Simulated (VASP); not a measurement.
# Si (I-42m) in VASP: notebook

The runs below take Si through single point, with PBE.

Program: VASP 6.6.1. These are calculated values, not measurements. Logs are shortened: lines on timing, memory, paths and dates and some standing lists are left out, and cuts for length are marked.

### Step 1. The cell of the first run

Symmetry: I-42m, No. 121, tetragonal system. The conventional cell has a = 6.858 Å, b = 6.858 Å, c = 3.957 Å, α = 90.00°, β = 90.00°, γ = 90.00°. Within 3.2 Å of Si (site symmetry m) lie 4 Si at 2.42 to 2.46 Å.

### Step 2. Single point, PBE (atoms displaced along a vibrational mode, the cell strained)

Input file INCAR:

```
SYSTEM = Si
PREC = Accurate
ENCUT = 520
EDIFF = 1E-7
ISMEAR = 0
SIGMA = 0.05
LREAL = .FALSE.
LASPH = .TRUE.
NELM = 60
ALGO = Normal
ISIF = 2
LWAVE = .FALSE.
LCHARG = .TRUE.
GGA = PE
LELF = .TRUE.
LVHAR = .TRUE.
NBANDS = 16
```

Input file KPOINTS:

```
regular mesh
0
G
  10 10 10
  0 0 0
```

Input file POSCAR:

```
Si
1.0
   -3.4292227980      3.4292227980      1.9786784298
    3.4292227980     -3.4292227980      1.9786784298
    3.4292227980      3.4292227980     -1.9786784298
Si
4
Direct
    0.1483061898      0.1483061898      0.3572210152
    0.7910851746      0.7910851746      0.6427789848
    0.2089148254      0.8516938102      0.0000000000
    0.8516938102      0.2089148254      0.0000000000
```

Potentials or basis: VASP PAW PBE potentials, release 64 (Si).

Launch:

```
$ cat potpaw_PBE.64/Si/POTCAR > POTCAR
$ mpirun -np 1 vasp_std > vasp.out
```

OUTCAR:

```text
SYSTEM = Si
   PREC = Accurate
   ENCUT = 520
   EDIFF = 1E-7
   ISMEAR = 0
   LREAL = .FALSE.
   LASPH = .TRUE.
   NELM = 60
   ISIF = 2
   GGA = PE

 ion  position               nearest neighbor table
   1  0.148  0.148  0.357-   2 2.42   2 2.42   3 2.46   4 2.46
   2  0.791  0.791  0.643-   1 2.42   1 2.42   4 2.46   3 2.46
   3  0.209  0.852  0.000-   4 2.42   4 2.42   1 2.46   2 2.46
   4  0.852  0.209  0.000-   3 2.42   3 2.42   1 2.46   2 2.46

  LATTYP: Found a body centered tetragonal cell.
 ALAT       =     6.8584455960
 C/A-ratio  =     0.5770049210

  Lattice vectors:

 A1 = (  -3.4292227980,   3.4292227980,   1.9786784298)
 A2 = (   3.4292227980,  -3.4292227980,   1.9786784298)
 A3 = (   3.4292227980,   3.4292227980,  -1.9786784298)

Analysis of symmetry for initial positions (statically):
=====================================================================
 Subroutine PRICEL returns:
 Original cell was already a primitive cell.

 Routine SETGRP: Setting up the symmetry group for a
 body centered tetragonal supercell.

 Subroutine GETGRP returns: Found  8 space group operations
 (whereof  8 operations were pure point group operations)
 out of a pool of 16 trial point group operations.

The static configuration has the point symmetry D_2d.

Analysis of symmetry for dynamics (positions and initial velocities):
=====================================================================
 Subroutine PRICEL returns:
 Original cell was already a primitive cell.

 Routine SETGRP: Setting up the symmetry group for a
 body centered tetragonal supercell.

 Subroutine GETGRP returns: Found  8 space group operations
 (whereof  8 operations were pure point group operations)
 out of a pool of 16 trial point group operations.

The dynamic configuration has the point symmetry D_2d.

 Subroutine INISYM returns: Found  8 space group operations
 (whereof  8 operations are pure point group operations),
 and found     1 'primitive' translations

----------------------------------------------------------------------------------------

                                     Primitive cell

  volume of cell :      93.0736

  direct lattice vectors                    reciprocal lattice vectors
    -3.429222798  3.429222798  1.978678430     0.000000000  0.145805633  0.252693916
     3.429222798 -3.429222798  1.978678430     0.145805633  0.000000000  0.252693916
     3.429222798  3.429222798 -1.978678430     0.145805633  0.145805633  0.000000000

  length of vectors
[... 90 lines left out ...]
   IBRION =     -1    ionic relax: 0-MD 1-quasi-New 2-CG
   NFREE  =      0    steps in history (QN), initial steepest desc. (CG)
   ISIF   =      2    stress and relaxation
   ISYM   =      2    0-nonsym 1-usesym 2-fastsym
   POTIM  = 0.5000    time-step for ionic-motion
   TEBEG  =    0.0;   TEEND  =   0.0 temperature during run
   PSTRESS=    0.0 pullay stress
   NELECT =      16.0000    total number of electrons
   NUPDOWN=      -1.0000    fix difference up-down
   EMIN   =  10.00;   EMAX   =-10.00  energy-range for DOS
   EFERMI =   0.00;   METHOD = LEGACY
   ISMEAR =     0;   SIGMA  =   0.05  broadening in eV -4-tet -1-fermi 0-gaus
   EFERMI_NEDOS =   21; number of points for ismear=-14 and -15
   IALGO  =     38    algorithm
   IMIX   =      4    mixing-type and parameters
     AMIX     =   0.40;   BMIX     =  1.00
     AMIX_MAG =   1.60;   BMIX_MAG =  1.00
  volume/ion in A,a.u.               =      23.27       157.02
  Fermi-wavevector in a.u.,A,eV,Ry     =   0.910275  1.720170 11.273795  0.828601
  Thomas-Fermi vector in A             =   2.034418
   LORBIT       =      0    0 simple, 1 ext, 2 COOP (PROOUT), +10 PAW based schemes
   GGA     = PE    functional components
   LHFCALC =     F    Hartree Fock is set to
   AEXX    =    0.0000 exact exchange contribution
   IVDW    =     0    specifies the selected vdW correction
   LEPSILON=     F    determine dielectric tensor
   LRPA    =     F    only Hartree local field effects (RPA)
 non-spin polarized calculation
 Gauss-broadening in eV      SIGMA  =   0.05
  energy-cutoff  :      520.00
  volume of cell :       93.07
 maximum number of plane-waves:      2535
   NGX = 19   NGY = 19   NGZ = 19

 number of electron      16.0000000 magnetization

 Free energy of the ion-electron system (eV)
  ---------------------------------------------------
  ext. energy  EPLUGINS =         0.00000000
  ---------------------------------------------------
  free energy    TOTEN  =       -21.09986669 eV

  energy without entropy =      -21.09986669  energy(sigma->0) =      -21.09986669

 E-fermi :   4.7875     XC(G=0):  -8.7507

 val. band max:        4.6234628701   @ k =   0.5000   0.5000   0.5000
 cond. band min:       4.9614187625   @ k =   0.3000   0.2000   0.2000
 fundamental gap:      0.3379558925
 Fermi energy:         4.7875215927

 k-point     1 :       0.0000    0.0000    0.0000
  band No.  band energies     occupation
      1      -6.8339      2.00000
      2      -3.0220      2.00000
      3      -0.7349      2.00000
      4      -0.7349      2.00000
      5       1.2187      2.00000
      6       3.2152      2.00000
[... 433 lines left out ...]
      3      -2.2419      2.00000
      4      -0.3051      2.00000
      5       0.7626      2.00000
      6       1.9500      2.00000
[... 8 lines left out ...]
     15      10.5002      0.00000
     16      10.9884      0.00000

 [... further k-points ...]

------------------------ aborting loop because EDIFF is reached ----------------------------------------

  FORCE on cell =-STRESS in cart. coord.  units (eV):
  Direction    XX          YY          ZZ          XY          YZ          ZX
  --------------------------------------------------------------------------------------
  -------------------------------------------------------------------------------------
  Total       -3.1840021     -3.1840021     -3.2628029      0.0000000      0.0000000     -0.0000000
  in kB      -54.8096851    -54.8096851    -56.1661703      0.0000000      0.0000000     -0.0000000
  external PRESSURE =     -55.2618468 kB  Pullay stress =       0.0000000 kB

 VOLUME and BASIS-vectors are now :
 -----------------------------------------------------------------------------
  energy-cutoff  :      520.00
  volume of cell :       93.07
      direct lattice vectors                 reciprocal lattice vectors
    -3.429222798  3.429222798  1.978678430     0.000000000  0.145805633  0.252693916
     3.429222798 -3.429222798  1.978678430     0.145805633  0.000000000  0.252693916
     3.429222798  3.429222798 -1.978678430     0.145805633  0.145805633  0.000000000

 POSITION                                       TOTAL-FORCE (eV/Angst)
 -----------------------------------------------------------------------------------
      1.22499      1.22499     -0.11992        -0.128195     -0.128195      0.335956
      2.20423      2.20423      1.85875         0.128195      0.128195      0.335956
      2.20423     -2.20423      2.09860         0.128195     -0.128195     -0.335956
     -2.20423      2.20423      2.09860        -0.128195      0.128195     -0.335956
 -----------------------------------------------------------------------------------
    total drift:                                0.000000      0.000000      0.000000

  FREE ENERGIE OF THE ION-ELECTRON SYSTEM (eV)
  ---------------------------------------------------
  free  energy   TOTEN  =       -21.0998666888 eV

  energy  without entropy=      -21.0998666863  energy(sigma->0) =      -21.09986669
```

OSZICAR:

```text
N       E                     dE             d eps       ncg     rms          rms(c)
DAV:   1     0.258299039729E+02    0.25830E+02   -0.57807E+03  3264   0.805E+02
DAV:   2    -0.195139196382E+02   -0.45344E+02   -0.40942E+02  4408   0.115E+02
DAV:   3    -0.213922852508E+02   -0.18784E+01   -0.18644E+01  4536   0.221E+01
DAV:   4    -0.214172353250E+02   -0.24950E-01   -0.24945E-01  4048   0.331E+00
DAV:   5    -0.214177853017E+02   -0.54998E-03   -0.54995E-03  4584   0.464E-01    0.599E+00
DAV:   6    -0.211952812269E+02    0.22250E+00   -0.10342E-01  3960   0.153E+00    0.361E+00
DAV:   7    -0.210954796705E+02    0.99802E-01   -0.19995E-01  4176   0.215E+00    0.269E-01
DAV:   8    -0.210987157192E+02   -0.32360E-02   -0.21447E-02  3912   0.764E-01    0.156E-01
DAV:   9    -0.210996119699E+02   -0.89625E-03   -0.15796E-03  4520   0.220E-01    0.926E-02
DAV:  10    -0.210998332272E+02   -0.22126E-03   -0.30682E-04  4064   0.875E-02    0.305E-02
DAV:  11    -0.210998636866E+02   -0.30459E-04   -0.41440E-05  4504   0.348E-02    0.817E-03
DAV:  12    -0.210998666175E+02   -0.29309E-05   -0.36311E-06  4152   0.101E-02    0.249E-03
DAV:  13    -0.210998666888E+02   -0.71277E-07   -0.56923E-07  4360   0.390E-03
   1 F= -.21099867E+02 E0= -.21099867E+02  d E =-.245016E-08
```

Run time: 65 s. Hardware: 1 thread of Intel Xeon 6975P-C (Granite Rapids), shared host; peak memory 0.28 GiB.

Results:

```yaml
Free_energy: -21.0999 eV
Pressure: -5.5 GPa
Largest_force: 0.382 eV/Å
Band_gap_on_the_k_mesh: 0.34 eV (least direct gap 0.67 eV)
```

Forces in eV/Å, atoms in the order of the input:
```
Si  -0.128 -0.128  0.336
Si   0.128  0.128  0.336
Si   0.128 -0.128 -0.336
Si  -0.128  0.128 -0.336
```

Stress tensor (GPa, compression positive):
```
-5.48  0.00  0.00
 0.00 -5.48  0.00
 0.00  0.00 -5.62
```

Levels at points of the mesh, in eV from the valence-band top:
```
           k point  band 5  band 6  band 7  band 8  band 9  band 10  band 11  band 12
(0.00, 0.00, 0.00)   -3.40   -1.41   -1.41   -0.46    1.32     1.32     1.50     2.30
(0.50, 0.00, 0.00)   -3.98   -3.20   -2.14   -1.33    0.92     2.14     3.03     3.41
(0.50, 0.50, 0.00)   -2.56   -1.85   -1.71   -1.52    1.43     1.88     1.93     3.75
(0.50, 0.50, 0.50)   -2.70   -0.48    0.00    0.00    0.67     2.07     3.27     3.89
```

Caveat: the cell differs from its parent crystal (atoms displaced along a vibrational mode, the cell strained); the cell stands under tension; semilocal functionals underestimate gaps, and a narrow one can read as zero.

### Step 3. Single point, PBE (atoms displaced along a vibrational mode, the cell strained)

Input file INCAR:

```
SYSTEM = Si
PREC     = Accurate       ! precision mode
ENCUT    = 520            ! plane-wave cutoff, eV
EDIFF    = 1E-7           ! SCF threshold, eV
ISMEAR   = 0              ! smearing method
SIGMA    = 0.05           ! smearing width, eV
LREAL    = .FALSE.        ! projectors in reciprocal space
LASPH    = .TRUE.         ! aspherical terms in the spheres
NELM     = 60             ! most SCF steps
ALGO     = Normal         ! electronic algorithm
ISIF     = 2              ! what is computed and relaxed
LWAVE    = .FALSE.        ! write WAVECAR
LCHARG   = .FALSE.        ! write CHGCAR
GGA      = PE             ! functional
NBANDS   = 16             ! bands
```

KPOINTS is that of step 2.

Input file POSCAR:

```
Si
1.0
   -3.4292227980      3.4292227980      1.9786784298
    3.4292227980     -3.4292227980      1.9786784298
    3.4292227980      3.4292227980     -1.9786784298
Si
4
Direct
    0.1543670534      0.1543670534      0.3572210152
    0.7971460381      0.7971460381      0.6427789848
    0.2028539619      0.8456329466      0.0000000000
    0.8456329466      0.2028539619      0.0000000000
```

Potentials or basis: VASP PAW PBE potentials, release 64 (Si).

Launch:

```
$ cat potpaw_PBE.64/Si/POTCAR > POTCAR
$ mpirun -np 1 vasp_std > vasp.out
```

OUTCAR:

```text
SYSTEM = Si
   PREC = Accurate
   ENCUT = 520
   EDIFF = 1E-7
   ISMEAR = 0
   LREAL = .FALSE.
   LASPH = .TRUE.
   NELM = 60
   ISIF = 2
   GGA = PE

 ion  position               nearest neighbor table
   1  0.154  0.154  0.357-   2 2.42   2 2.42   3 2.46   4 2.46
   2  0.797  0.797  0.643-   1 2.42   1 2.42   4 2.46   3 2.46
   3  0.203  0.846  0.000-   4 2.42   4 2.42   1 2.46   2 2.46
   4  0.846  0.203  0.000-   3 2.42   3 2.42   1 2.46   2 2.46

  LATTYP: Found a body centered tetragonal cell.
 ALAT       =     6.8584455960
 C/A-ratio  =     0.5770049210

  Lattice vectors:

 A1 = (  -3.4292227980,   3.4292227980,   1.9786784298)
 A2 = (   3.4292227980,  -3.4292227980,   1.9786784298)
 A3 = (   3.4292227980,   3.4292227980,  -1.9786784298)

Analysis of symmetry for initial positions (statically):
=====================================================================
 Subroutine PRICEL returns:
 Original cell was already a primitive cell.

 Routine SETGRP: Setting up the symmetry group for a
 body centered tetragonal supercell.

 Subroutine GETGRP returns: Found  8 space group operations
 (whereof  8 operations were pure point group operations)
 out of a pool of 16 trial point group operations.

The static configuration has the point symmetry D_2d.

Analysis of symmetry for dynamics (positions and initial velocities):
=====================================================================
 Subroutine PRICEL returns:
 Original cell was already a primitive cell.

 Routine SETGRP: Setting up the symmetry group for a
 body centered tetragonal supercell.

 Subroutine GETGRP returns: Found  8 space group operations
 (whereof  8 operations were pure point group operations)
 out of a pool of 16 trial point group operations.

The dynamic configuration has the point symmetry D_2d.

 Subroutine INISYM returns: Found  8 space group operations
 (whereof  8 operations are pure point group operations),
[... 120 lines left out ...]
     AMIX_MAG =   1.60;   BMIX_MAG =  1.00
  volume/ion in A,a.u.               =      23.27       157.02
  Fermi-wavevector in a.u.,A,eV,Ry     =   0.910275  1.720170 11.273795  0.828601
  Thomas-Fermi vector in A             =   2.034418
   LORBIT       =      0    0 simple, 1 ext, 2 COOP (PROOUT), +10 PAW based schemes
   GGA     = PE    functional components
   LHFCALC =     F    Hartree Fock is set to
   AEXX    =    0.0000 exact exchange contribution
   IVDW    =     0    specifies the selected vdW correction
   LEPSILON=     F    determine dielectric tensor
   LRPA    =     F    only Hartree local field effects (RPA)
 non-spin polarized calculation
 Gauss-broadening in eV      SIGMA  =   0.05
  energy-cutoff  :      520.00
  volume of cell :       93.07
 maximum number of plane-waves:      2535
   NGX = 19   NGY = 19   NGZ = 19

 number of electron      16.0000000 magnetization

 Free energy of the ion-electron system (eV)
  ---------------------------------------------------
  ext. energy  EPLUGINS =         0.00000000
  ---------------------------------------------------
  free energy    TOTEN  =       -21.12871978 eV

  energy without entropy =      -21.12871978  energy(sigma->0) =      -21.12871978

 E-fermi :   4.7870     XC(G=0):  -8.7460

 val. band max:        4.6049022190   @ k =   0.5000   0.5000   0.5000
 cond. band min:       4.9787813667   @ k =   0.3000   0.2000   0.2000
 fundamental gap:      0.3738791477
 Fermi energy:         4.7869745807

 k-point     1 :       0.0000    0.0000    0.0000
  band No.  band energies     occupation
      1      -6.8388      2.00000
      2      -3.0186      2.00000
      3      -0.7470      2.00000
      4      -0.7470      2.00000
      5       1.2046      2.00000
      6       3.2179      2.00000
[... 433 lines left out ...]
      3      -2.2486      2.00000
      4      -0.3045      2.00000
      5       0.7648      2.00000
      6       1.9393      2.00000
[... 8 lines left out ...]
     15      10.5146      0.00000
     16      10.9951      0.00000

 [... further k-points ...]

------------------------ aborting loop because EDIFF is reached ----------------------------------------

  FORCE on cell =-STRESS in cart. coord.  units (eV):
  Direction    XX          YY          ZZ          XY          YZ          ZX
  --------------------------------------------------------------------------------------
  -------------------------------------------------------------------------------------
  Total       -3.1153837     -3.1153837     -3.2089169      0.0000000      0.0000000      0.0000000
  in kB      -53.6284822    -53.6284822    -55.2385719      0.0000000      0.0000000      0.0000000
  external PRESSURE =     -54.1651788 kB  Pullay stress =       0.0000000 kB

 VOLUME and BASIS-vectors are now :
 -----------------------------------------------------------------------------
  energy-cutoff  :      520.00
  volume of cell :       93.07
      direct lattice vectors                 reciprocal lattice vectors
    -3.429222798  3.429222798  1.978678430     0.000000000  0.145805633  0.252693916
     3.429222798 -3.429222798  1.978678430     0.145805633  0.000000000  0.252693916
     3.429222798  3.429222798 -1.978678430     0.145805633  0.145805633  0.000000000

 POSITION                                       TOTAL-FORCE (eV/Angst)
 -----------------------------------------------------------------------------------
      1.22499      1.22499     -0.09594        -0.106949     -0.106949      0.265713
      2.20423      2.20423      1.88274         0.106949      0.106949      0.265713
      2.20423     -2.20423      2.07462         0.106949     -0.106949     -0.265713
     -2.20423      2.20423      2.07462        -0.106949      0.106949     -0.265713
 -----------------------------------------------------------------------------------
    total drift:                                0.000000      0.000000      0.000000

  FREE ENERGIE OF THE ION-ELECTRON SYSTEM (eV)
  ---------------------------------------------------
  free  energy   TOTEN  =       -21.1287197768 eV

  energy  without entropy=      -21.1287197766  energy(sigma->0) =      -21.12871978
```

Wall time 57 s (1 thread of Intel Xeon 6975P-C (Granite Rapids), shared host); peak memory 0.29 GiB.

What came out:

```
Free energy            : -21.1287 eV
Pressure               : -5.4 GPa
Largest force          : 0.306 eV/Å
Band gap on the k mesh : 0.37 eV (least direct gap 0.62 eV)
```

Forces in eV/Å, atoms in the order of the input:
```
Si  -0.107 -0.107  0.266
Si   0.107  0.107  0.266
Si   0.107 -0.107 -0.266
Si  -0.107  0.107 -0.266
```

Stress tensor (GPa, compression positive):
```
-5.36  0.00  0.00
 0.00 -5.36  0.00
 0.00  0.00 -5.52
```

Levels at points of the mesh, in eV from the valence-band top:
```csv
k point,band 6,band 7,band 8,band 9,band 10,band 11
"(0.00, 0.00, 0.00)",-1.39,-1.39,-0.46,1.35,1.35,1.52
"(0.50, 0.00, 0.00)",-3.18,-2.13,-1.32,0.95,2.18,3.05
"(0.50, 0.50, 0.00)",-1.84,-1.69,-1.49,1.48,1.91,1.94
"(0.50, 0.50, 0.50)",-0.39,0.00,0.00,0.62,2.11,3.29
```

Caveat: the cell differs from its parent crystal (atoms displaced along a vibrational mode, the cell strained); the cell stands under tension; semilocal functionals underestimate gaps, and a narrow one can read as zero. A k mesh can miss the band edges.
